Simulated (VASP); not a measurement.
# Bi2Te3 (R-3m) in VASP: further runs, part 2 of 2

VASP 6.6.1.

## 3. Single point, PBE+D4

This run uses another cell than the first one, of 33.87 Å³/atom.

INCAR reads:

```
PREC = Accurate
ENCUT = 520
EDIFF = 1E-7
ISMEAR = 0
SIGMA = 0.01
LREAL = F
LASPH = T
NELM = 80
ALGO = Normal
ISIF = 2
LWAVE = F
LCHARG = T
GGA = PE
IVDW = 13
LELF = T
LVHAR = T
NBANDS = 32
```

KPOINTS reads:

```
regular mesh
0
Gamma
  6 6 6
```

POSCAR reads:

```
Bi2Te3
1.0
    2.1930000000      1.2661290000     10.1656670000
   -2.1930000000      1.2661290000     10.1656670000
    0.0000000000     -2.5322580000     10.1656670000
Bi Te
2 3
Direct
    0.4000000000      0.4000000000      0.4000000000
    0.6000000000      0.6000000000      0.6000000000
    0.0000000000      0.0000000000      0.0000000000
    0.2095000000      0.2095000000      0.2095000000
    0.7905000000      0.7905000000      0.7905000000
```

Potentials or basis: VASP PAW PBE potentials, release 64 (Bi_d, Te).

Run with:

```
$ cat potpaw_PBE.64/Bi_d/POTCAR potpaw_PBE.64/Te/POTCAR > POTCAR
$ mpirun -np 1 vasp_std > vasp.out
```

OUTCAR:

```text
PREC = Accurate
   ENCUT = 520
   EDIFF = 1E-7
   ISMEAR = 0
   LREAL = F
   LASPH = T
   NELM = 80
   ISIF = 2
   GGA = PE
   IVDW = 13

 ion  position               nearest neighbor table
   1  0.400  0.400  0.400-   5 3.07   5 3.07   5 3.07   3 3.25   3 3.25   3 3.25
   2  0.600  0.600  0.600-   4 3.07   4 3.07   4 3.07   3 3.25   3 3.25   3 3.25
   3  0.000  0.000  0.000-   2 3.25   1 3.25   2 3.25   2 3.25   1 3.25   1 3.25
   4  0.209  0.209  0.209-   2 3.07   2 3.07   2 3.07   5 3.64   5 3.64   5 3.64
   5  0.791  0.791  0.791-   1 3.07   1 3.07   1 3.07   4 3.64   4 3.64   4 3.64

  LATTYP: Found a trigonal (rhomboedric) cell.
 ALAT       =    10.4763121946
 COS(alpha) =     0.9123624163

  Lattice vectors:

 A1 = (   2.1930000000,   1.2661290000,  10.1656670000)
 A2 = (  -2.1930000000,   1.2661290000,  10.1656670000)
 A3 = (   0.0000000000,  -2.5322580000,  10.1656670000)

Analysis of symmetry for initial positions (statically):
=====================================================================
 Subroutine PRICEL returns:
[... 179 lines left out ...]

 val. band max:        6.2233704526   @ k =   0.0000   0.0000   0.0000
 cond. band min:       6.5043321992   @ k =   0.0000   0.0000   0.0000
 fundamental gap:      0.2809617465
 Fermi energy:         6.3350539643

 k-point     1 :       0.0000    0.0000    0.0000
  band No.  band energies     occupation
      1     -16.9962      2.00000
      2     -16.9962      2.00000
      3     -16.9948      2.00000
      4     -16.9948      2.00000
      5     -16.9873      2.00000
      6     -16.9860      2.00000
[... 829 lines left out ...]
     31      10.8995      0.00000
     32      11.5250      0.00000

 [... further k-points ...]

------------------------ aborting loop because EDIFF is reached ----------------------------------------

  DFT-D4 for vdW energy calculation

  Edisp (eV):   -2.45697

  FORCE on cell =-STRESS in cart. coord.  units (eV):
  Direction    XX          YY          ZZ          XY          YZ          ZX
  --------------------------------------------------------------------------------------
  -------------------------------------------------------------------------------------
  Total      -0.32226    -0.32226    -0.51814     0.00000     0.00000     0.00000
  in kB      -3.04865    -3.04865    -4.90175     0.00000     0.00000     0.00000
  external pressure =       -3.67 kB  Pullay stress =        0.00 kB

 VOLUME and BASIS-vectors are now :
 -----------------------------------------------------------------------------
  energy-cutoff  :      520.00
  volume of cell :      169.36
      direct lattice vectors                 reciprocal lattice vectors
     2.193000000  1.266129000 10.165667000     0.227998176  0.131634823  0.032790109
    -2.193000000  1.266129000 10.165667000    -0.227998176  0.131634823  0.032790109
     0.000000000 -2.532258000 10.165667000     0.000000000 -0.263269646  0.032790109

 POSITION                                       TOTAL-FORCE (eV/Angst)
 -----------------------------------------------------------------------------------
      0.00000      0.00000     12.19880         0.000000     -0.000000      0.011891
      0.00000      0.00000     18.29820         0.000000      0.000000     -0.011891
      0.00000      0.00000      0.00000         0.000000     -0.000000      0.000000
      0.00000      0.00000      6.38912         0.000000     -0.000000      0.032141
      0.00000      0.00000     24.10788         0.000000      0.000000     -0.032141
 -----------------------------------------------------------------------------------
    total drift:                               -0.000000     -0.000000     -0.000000

  FREE ENERGIE OF THE ION-ELECTRON SYSTEM (eV)
  ---------------------------------------------------
  free  energy   TOTEN  =       -20.7923727626 eV

  energy  without entropy=      -20.7923727626  energy(sigma->0) =      -20.79237276
```

It took 26 min on 1 thread of Intel Xeon 6975P-C (Granite Rapids), shared host; peak memory 0.96 GiB.

Results:

* Free energy: -20.7924 eV
* Pressure: -0.4 GPa
* Largest force: 0.032 eV/Å
* Band gap on the k mesh: 0.28 eV
* Dispersion energy per atom: -0.491 eV

Forces in eV/Å, atoms in the order of the input:
```
Bi   0.000  0.000  0.012
Bi   0.000  0.000 -0.012
Te   0.000  0.000  0.000
Te   0.000  0.000  0.032
Te   0.000  0.000 -0.032
```

Stress tensor (GPa, compression positive):
```
-0.30  0.00  0.00
 0.00 -0.30  0.00
 0.00  0.00 -0.49
```

Caveat: spin-orbit coupling is left out, which moves the levels of the heavy elements.

## 4. Single point, PBE+D4

This run uses another cell than the first one, of 34.55 Å³/atom.

INCAR reads:

```
SYSTEM = Bi2Te3
PREC = Accurate
ENCUT = 520
EDIFF = 1E-6
ISMEAR = 0
SIGMA = 0.01
LREAL = .False.
LASPH = .True.
NELM = 100
ALGO = Normal
ISIF = 2
LWAVE = .False.
LCHARG = .False.
GGA = PE
IVDW = 13
NBANDS = 32
```

KPOINTS reads:

```
regular mesh
0
Gamma
  6 6 6
  0 0 0
```

POSCAR: that of step 3 with these lines changed.

```diff
@@ -2,5 +2,5 @@
 1.0
-    2.1930000000      1.2661290000     10.1656670000
-   -2.1930000000      1.2661290000     10.1656670000
-    0.0000000000     -2.5322580000     10.1656670000
+    2.2075236021      1.2745142046     10.2329912600
+   -2.2075236021      1.2745142046     10.2329912600
+    0.0000000000     -2.5490284093     10.2329912600
 Bi Te
```

Run with:

```
$ cat potpaw_PBE.64/Bi_d/POTCAR potpaw_PBE.64/Te/POTCAR > POTCAR
$ mpirun -np 1 vasp_std > vasp.out
```

Run time: 21 min. Hardware: 1 thread of Intel Xeon 6975P-C (Granite Rapids), shared host; peak memory 0.95 GiB.

It converged, with:

```
Free energy                : -20.7747 eV
Pressure                   : -1.3 GPa
Largest force              : 0.151 eV/Å
Band gap on the k mesh     : 0.29 eV
Dispersion energy per atom : -0.482 eV
```

Forces in eV/Å, atoms in the order of the input:
```
Bi   0.000  0.000  0.061
Bi   0.000  0.000 -0.061
Te   0.000  0.000  0.000
Te   0.000  0.000  0.151
Te   0.000  0.000 -0.151
```

Stress tensor (GPa, compression positive):
```
-1.26  0.00  0.00
 0.00 -1.26  0.00
 0.00  0.00 -1.50
```

Levels at points of the mesh, in eV from the valence-band top:
```
           k point  band 20  band 21  band 22  band 23  band 24  band 25  band 26  band 27  band 28  band 29
(0.00, 0.00, 0.00)    -1.65    -1.65    -0.82    -0.82     0.00     0.29     0.68     0.68     1.97     2.10
(0.50, 0.00, 0.00)    -3.05    -2.82    -2.33    -0.87    -0.49     0.59     1.08     2.71     2.80     3.40
(0.50, 0.50, 0.00)    -2.28    -1.94    -1.77    -1.48    -0.92     0.88     1.53     2.04     2.62     2.70
(0.50, 0.50, 0.50)    -1.36    -1.36    -1.10    -1.10    -0.43     0.84     1.15     1.15     1.65     1.65
```

Caveat: spin-orbit coupling is left out, which moves the levels of the heavy elements.

## 5. Single point, PBE+D4

This run uses another cell than the first one, of 35.23 Å³/atom.

INCAR reads:

```
PREC     = Accurate       # precision mode
ENCUT    = 520            # plane-wave cutoff, eV
EDIFF    = 1E-7           # SCF threshold, eV
ISMEAR   = 0              # smearing method
SIGMA    = 0.01           # smearing width, eV
LREAL    = F              # projectors in reciprocal space
LASPH    = T              # aspherical terms in the spheres
NELM     = 80             # most SCF steps
ALGO     = Normal         # electronic algorithm
ISIF     = 2              # what is computed and relaxed
LWAVE    = F              # write WAVECAR
LCHARG   = F              # write CHGCAR
GGA      = PE             # functional
IVDW     = 13             # dispersion correction
NBANDS   = 32             # bands
```

KPOINTS reads:

```
regular mesh
0
Gamma
  6 6 6
```

POSCAR: that of step 4 with these lines changed.

```diff
@@ -2,5 +2,5 @@
 1.0
-    2.2075236021      1.2745142046     10.2329912600
-   -2.2075236021      1.2745142046     10.2329912600
-    0.0000000000     -2.5490284093     10.2329912600
+    2.2218585726      1.2827905028     10.2994411172
+   -2.2218585726      1.2827905028     10.2994411172
+    0.0000000000     -2.5655810056     10.2994411172
 Bi Te
```

Run with:

```
$ cat potpaw_PBE.64/Bi_d/POTCAR potpaw_PBE.64/Te/POTCAR > POTCAR
$ mpirun -np 1 vasp_std > vasp.out
```

Wall time 21 min (1 thread of Intel Xeon 6975P-C (Granite Rapids), shared host); peak memory 0.96 GiB.

It converged, with:

```
Free energy                : -20.7376 eV
Pressure                   : -2.2 GPa
Largest force              : 0.263 eV/Å
Band gap on the k mesh     : 0.30 eV
Dispersion energy per atom : -0.473 eV
```

Forces on the atoms (eV/Å):
```
Bi   0.000  0.000  0.106
Bi   0.000  0.000 -0.106
Te   0.000  0.000  0.000
Te   0.000  0.000  0.263
Te   0.000  0.000 -0.263
```

Stress tensor (GPa, compression positive):
```
-2.11  0.00  0.00
 0.00 -2.11  0.00
 0.00  0.00 -2.41
```

Levels at points of the mesh, in eV from the valence-band top:
```csv
k point,band 22,band 23,band 24,band 25,band 26,band 27
"(0.00, 0.00, 0.00)",-0.77,-0.77,0.00,0.30,0.71,0.71
"(0.50, 0.00, 0.00)",-2.24,-0.82,-0.47,0.61,1.11,2.68
"(0.50, 0.50, 0.00)",-1.72,-1.41,-0.88,0.92,1.55,2.03
"(0.50, 0.50, 0.50)",-1.05,-1.05,-0.43,0.85,1.16,1.16
```

Caveat: spin-orbit coupling is left out, which moves the levels of the heavy elements.

## 6. Summary

```tsv
cell	gap on the mesh (eV)	pressure (GPa)	largest force (eV/Å)
a = 10.406 Å, angles 24.2°, 5 atoms	0.27	0.7	0.09
a = 10.476 Å, angles 24.2°, 5 atoms	0.28	-0.4	0.03
a = 10.546 Å, angles 24.2°, 5 atoms	0.29	-1.3	0.15
a = 10.614 Å, angles 24.2°, 5 atoms	0.30	-2.2	0.26
```

Alike in all rows: task single point; level PBE+D4; potentials or basis VASP PAW PBE potentials, release 64 (Bi_d, Te); no spin polarisation; k mesh 6 × 6 × 6; cutoff (eV) 520; smearing gaussian 0.01 eV.

Caveats: spin-orbit coupling is left out, which moves the levels of the heavy elements.

Absolute energies hang on the potentials; compare differences alone.

## 7. Against experiment

Step 2. Measured gap of Bi2Te3: 0.17 eV (quoted in “Vacancy and Antisite-Induced Ferromagnetism in Liquid-Phase Exfoliated Bi2Te3”, 2024, arxiv:2412.10539). This calculation gives 0.27 eV (+0.10 eV). Spin-orbit coupling on Bi, Te is left out. The value is that of PBE+D4 on a finite k mesh, which can miss the band edges, without temperature or zero-point motion.

Step 3. Measured gap of Bi2Te3: 0.17 eV (quoted in “Vacancy and Antisite-Induced Ferromagnetism in Liquid-Phase Exfoliated Bi2Te3”, 2024, arxiv:2412.10539). This calculation gives 0.28 eV (+0.11 eV). Spin-orbit coupling on Bi, Te is left out. The value is that of PBE+D4 on a finite k mesh, which can miss the band edges, without temperature or zero-point motion.
